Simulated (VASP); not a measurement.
# BiRh (P6_3/mmc) in VASP: notebook

The runs below take BiRh through electric field gradients, with LDA.

Everything below comes from runs of VASP 6.6.1. Logs are shortened: lines on timing, memory, paths and dates and some standing lists are left out, and cuts for length are marked.

**1. The cell of the first run**

It takes space group P6_3/mmc (No. 194, hexagonal). Conventional cell: a = 4.010 Å, b = 4.010 Å, c = 5.547 Å, α = 90.00°, β = 90.00°, γ = 120.00°. Bi (site symmetry -6m2) has 6 Rh at 2.70 Å within 3.6 Å. Rh (site symmetry -3m) has 6 Bi at 2.70 Å and 2 Rh at 2.77 Å within 3.6 Å.

**2. Electric field gradients, LDA (volume scaled by 0.94)**

INCAR reads:

```
SYSTEM = BiRh
PREC = Accurate ; ENCUT = 520
EDIFF = 1E-8 ; ISMEAR = -1
SIGMA = 0.03 ; LREAL = .False.
LASPH = .True. ; NELM = 100
ALGO = Normal ; ISIF = 2
LWAVE = .False. ; LCHARG = .False.
GGA = CA ; LEFG = .True.
NBANDS = 38
```

KPOINTS reads:

```
Automatic mesh
0
Gamma
  12 12 7
  0 0 0
```

POSCAR reads:

```
BiRh
1.0
    4.0104263761      0.0000000000      0.0000000000
   -2.0052131880      3.4731311217      0.0000000000
    0.0000000000      0.0000000000      5.5473961337
Bi Rh
2 2
Direct
    0.3333333333      0.6666666667      0.2500000000
    0.6666666667      0.3333333333      0.7500000000
    0.0000000000      0.0000000000      0.0000000000
    0.0000000000      0.0000000000      0.5000000000
```

Potentials or basis: VASP PAW LDA potentials, release 64 (Bi_d, Rh_pv).

On the command line:

```
$ cat potpaw_LDA.64/Bi_d/POTCAR potpaw_LDA.64/Rh_pv/POTCAR > POTCAR
$ mpirun -np 1 vasp_std > vasp.out
```

OUTCAR:

```text
SYSTEM = BiRh
   PREC = Accurate
   ENCUT = 520
   EDIFF = 1E-8
   ISMEAR = -1
   LREAL = .False.
   LASPH = .True.
   NELM = 100
   ISIF = 2
   GGA = CA

 ion  position               nearest neighbor table
   1  0.333  0.667  0.250-   3 2.70   4 2.70   3 2.70   4 2.70   3 2.70   4 2.70   2 3.61   2 3.61
                             2 3.61   2 3.61   2 3.61   2 3.61
   2  0.667  0.333  0.750-   3 2.70   4 2.70   3 2.70   4 2.70   3 2.70   4 2.70   1 3.61   1 3.61
                             1 3.61   1 3.61   1 3.61   1 3.61
   3  0.000  0.000  0.000-   1 2.70   2 2.70   1 2.70   2 2.70   2 2.70   1 2.70   4 2.77   4 2.77

   4  0.000  0.000  0.500-   1 2.70   2 2.70   1 2.70   2 2.70   2 2.70   1 2.70   3 2.77   3 2.77

  LATTYP: Found a hexagonal cell.
 ALAT       =     4.0104263761
 C/A-ratio  =     1.3832434792

  Lattice vectors:

 A1 = (   4.0104263761,   0.0000000000,   0.0000000000)
 A2 = (  -2.0052131880,   3.4731311217,   0.0000000000)
 A3 = (   0.0000000000,   0.0000000000,   5.5473961337)

Analysis of symmetry for initial positions (statically):
=====================================================================
 Subroutine PRICEL returns:
 Original cell was already a primitive cell.

 Routine SETGRP: Setting up the symmetry group for a
 hexagonal supercell.

 Subroutine GETGRP returns: Found 24 space group operations
 (whereof 12 operations were pure point group operations)
 out of a pool of 24 trial point group operations.

The static configuration has the point symmetry D_3d.
 The point group associated with its full space group is D_6h.

Analysis of symmetry for dynamics (positions and initial velocities):
=====================================================================
 Subroutine PRICEL returns:
 Original cell was already a primitive cell.

 Routine SETGRP: Setting up the symmetry group for a
 hexagonal supercell.

 Subroutine GETGRP returns: Found 24 space group operations
 (whereof 12 operations were pure point group operations)
 out of a pool of 24 trial point group operations.

The dynamic configuration has the point symmetry D_3d.
 The point group associated with its full space group is D_6h.

 Subroutine INISYM returns: Found 24 space group operations
 (whereof 12 operations are pure point group operations),
 and found     1 'primitive' translations

----------------------------------------------------------------------------------------

                                     Primitive cell

  volume of cell :      77.2682

  direct lattice vectors                    reciprocal lattice vectors
     4.010426376  0.000000000  0.000000000     0.249350046  0.143962316  0.000000000
    -2.005213188  3.473131122  0.000000000     0.000000000  0.287924632  0.000000000
     0.000000000  0.000000000  5.547396134     0.000000000  0.000000000  0.180264754

  length of vectors
     4.010426376  4.010426376  5.547396134     0.287924632  0.287924632  0.180264754

  position of ions in fractional coordinates (direct lattice)
     0.333333333  0.666666667  0.250000000
     0.666666667  0.333333333  0.750000000
     0.000000000  0.000000000  0.000000000
     0.000000000  0.000000000  0.500000000

  ion indices of the primitive-cell ions
   primitive index   ion index
                 1           1
                 2           2
                 3           3
                 4           4

----------------------------------------------------------------------------------------

 KPOINTS: Automatic mesh

Automatic generation of k-mesh.
 Grid dimensions read from file:
 generate k-points for:   12   12    7

 Generating k-lattice:

  Cartesian coordinates                     Fractional coordinates (reciprocal lattice)
     0.020779170  0.011996860  0.000000000     0.083333333 -0.000000000  0.000000000
     0.000000000  0.023993719  0.000000000     0.000000000  0.083333333  0.000000000
     0.000000000  0.000000000  0.025752108     0.000000000  0.000000000  0.142857143

  Length of vectors
     0.023993719  0.023993719  0.025752108

[... 37 lines left out ...]
   total plane-waves  NPLWV =  37800
   dimension x,y,z NGX =    30 NGY =   30 NGZ =   42
   dimension x,y,z NGXF=    60 NGYF=   60 NGZF=   84
   ions per type =               2   2
   NGX,Y,Z   is equivalent  to a cutoff of  12.44, 12.44, 12.59 a.u.
   NGXF,Y,Z  is equivalent  to a cutoff of  24.87, 24.87, 25.17 a.u.
 SYSTEM =  BiRh
   PREC   = accura    normal or accurate (medium, high low for compatibility)
   ISTART =      0    job   : 0-new  1-cont  2-samecut
   ICHARG =      2    charge: 1-file 2-atom 10-const
   ISPIN  =      1    spin polarized calculation?
   LNONCOLLINEAR =      F non collinear calculations
   LSORBIT =      F    spin-orbit coupling
   LASPH  =      T    aspherical Exc in radial PAW
   ENCUT  =  520.0 eV  38.22 Ry    6.18 a.u.   7.46  7.46 10.31*2*pi/ulx,y,z
   NELM   =    100;   NELMIN=  2; NELMDL= -5     # of ELM steps
   EDIFF  = 0.1E-07   stopping-criterion for ELM
   LREAL  =      F    real-space projection
   EDIFFG = 0.1E-06   stopping-criterion for IOM
   NSW    =      0    number of steps for IOM
   IBRION =     -1    ionic relax: 0-MD 1-quasi-New 2-CG
   NFREE  =      0    steps in history (QN), initial steepest desc. (CG)
   ISIF   =      2    stress and relaxation
   ISYM   =      2    0-nonsym 1-usesym 2-fastsym
   POTIM  = 0.5000    time-step for ionic-motion
   TEBEG  =    0.0;   TEEND  =   0.0 temperature during run
   PSTRESS=    0.0 pullay stress
   NELECT =      60.0000    total number of electrons
   NUPDOWN=      -1.0000    fix difference up-down
   EMIN   =  10.00;   EMAX   =-10.00  energy-range for DOS
   EFERMI =   0.00;   METHOD = LEGACY
   ISMEAR =    -1;   SIGMA  =   0.03  broadening in eV -4-tet -1-fermi 0-gaus
   EFERMI_NEDOS =   21; number of points for ismear=-14 and -15
   IALGO  =     38    algorithm
   IMIX   =      4    mixing-type and parameters
     AMIX     =   0.40;   BMIX     =  1.00
     AMIX_MAG =   1.60;   BMIX_MAG =  1.00
  volume/ion in A,a.u.               =      19.32       130.36
  Fermi-wavevector in a.u.,A,eV,Ry     =   1.504729  2.843525 30.806437  2.264209
  Thomas-Fermi vector in A             =   2.615671
   LORBIT       =      0    0 simple, 1 ext, 2 COOP (PROOUT), +10 PAW based schemes
   GGA     = CA    functional components
   LHFCALC =     F    Hartree Fock is set to
   AEXX    =    0.0000 exact exchange contribution
   IVDW    =     0    specifies the selected vdW correction
   LEPSILON=     F    determine dielectric tensor
   LRPA    =     F    only Hartree local field effects (RPA)
 non-spin polarized calculation
  energy-cutoff  :      520.00
  volume of cell :       77.27
 maximum number of plane-waves:      2097
 NGX is ok and might be reduce to    30
   NGX = 15   NGY = 15   NGZ = 21

 number of electron      59.9999994 magnetization

 Free energy of the ion-electron system (eV)
  ---------------------------------------------------
  ext. energy  EPLUGINS =         0.00000000
  ---------------------------------------------------
  free energy    TOTEN  =       -27.12434868 eV

  energy without entropy =      -27.11647773  energy(sigma->0) =      -27.12041320

 E-fermi :  10.7741     XC(G=0): -12.4816

 val. band max:       10.7671265275   @ k =   0.1667   0.1667   0.2857
 cond. band min:      10.7777162096   @ k =   0.3333   0.0833   0.2857
 fundamental gap:      0.0105896821
 Fermi energy:        10.7741240963

 k-point     1 :       0.0000    0.0000    0.0000
  band No.  band energies     occupation
      1     -35.3933      2.00000
      2     -35.1615      2.00000
      3     -35.1615      2.00000
      4     -35.1291      2.00000
      5     -35.1291      2.00000
      6     -35.0839      2.00000
[... 973 lines left out ...]
     37      18.8655      0.00000
     38      19.2027      0.00000

 [... further k-points ...]
[... 5 lines left out ...]
  --------------------------------------------------------------------------------------
  -------------------------------------------------------------------------------------
  Total        3.5765969      3.5765969      3.1961266      0.0000000      0.0000000     -0.0000000
  in kB       74.1616989     74.1616989     66.2725458      0.0000000      0.0000000     -0.0000000
  external PRESSURE =      71.5319812 kB  Pullay stress =       0.0000000 kB

 VOLUME and BASIS-vectors are now :
 -----------------------------------------------------------------------------
  energy-cutoff  :      520.00
  volume of cell :       77.27
      direct lattice vectors                 reciprocal lattice vectors
     4.010426376  0.000000000  0.000000000     0.249350046  0.143962316  0.000000000
    -2.005213188  3.473131122  0.000000000     0.000000000  0.287924632  0.000000000
     0.000000000  0.000000000  5.547396134     0.000000000  0.000000000  0.180264754

 POSITION                                       TOTAL-FORCE (eV/Angst)
 -----------------------------------------------------------------------------------
     -0.00000      2.31542      1.38685        -0.000000     -0.000000      0.000000
      2.00521      1.15771      4.16055        -0.000000      0.000000      0.000000
      0.00000      0.00000      0.00000         0.000000      0.000000      0.000000
      0.00000      0.00000      2.77370         0.000000      0.000000      0.000000
 -----------------------------------------------------------------------------------
    total drift:                               -0.000000      0.000000      0.000000

  FREE ENERGIE OF THE ION-ELECTRON SYSTEM (eV)
  ---------------------------------------------------
  free  energy   TOTEN  =       -27.1243486781 eV

  energy  without entropy=      -27.1164777295  energy(sigma->0) =      -27.12041320

 Electric field gradients (V/A^2)
---------------------------------------------------------------------
 ion       V_xx      V_yy      V_zz      V_xy      V_xz      V_yz
---------------------------------------------------------------------
   1     -98.060   -98.062   196.122    -0.002    -0.000     0.000
   2     -98.060   -98.062   196.122    -0.002     0.000    -0.000
   3      24.985    24.982   -49.967    -0.002    -0.000     0.000
   4      24.985    24.982   -49.967    -0.002     0.000    -0.000
---------------------------------------------------------------------

 Electric field gradients after diagonalization (V/A^2)
 (convention: |V_zz| > |V_xx| > |V_yy|)
----------------------------------------------------------------------
 ion       V_xx      V_yy      V_zz     asymmetry (V_yy - V_xx)/ V_zz
----------------------------------------------------------------------
   1     -98.063   -98.059   196.122       0.000
   2     -98.063   -98.059   196.122       0.000
   3      24.986    24.981   -49.967       0.000
   4      24.986    24.981   -49.967       0.000
----------------------------------------------------------------------

           NMR quadrupolar parameters

 Cq : quadrupolar parameter    Cq=e*Q*V_zz/h
 eta: asymmetry parameters     (V_yy - V_xx)/ V_zz
 Q  : nuclear electric quadrupole moment in mb (millibarn)
----------------------------------------------------------------------
 ion       Cq(MHz)       eta       Q (mb)
----------------------------------------------------------------------
   1       0.474       0.000       1.000
   2       0.474       0.000       1.000
   3      -0.121       0.000       1.000
   4      -0.121       0.000       1.000
----------------------------------------------------------------------
```

It took 2.7 min on 1 thread of Intel Xeon Platinum 8375C at 2.90GHz (Ice Lake), shared host; peak memory 0.29 GiB.

What came out:

```
Free energy            : -27.1243 eV
Pressure               : 7.2 GPa
Band gap on the k mesh : zero (band 30 reaches 12.52 eV, above the bottom of band 31 at 9.72 eV)
```

Electric field gradients, principal values (V/Å²):
```
atom    least   middle  greatest (by size)
1 Bi  -98.059  -98.063             196.122
2 Bi  -98.059  -98.063             196.122
3 Rh   24.981   24.986             -49.967
4 Rh   24.981   24.986             -49.967
```

Caveat: without QUAD_EFG the Cq values of the log hold for a quadrupole moment of 1 mb, not for the nuclei; spin-orbit coupling is left out, which moves the levels of the heavy elements.

[end of part 1 of 3]
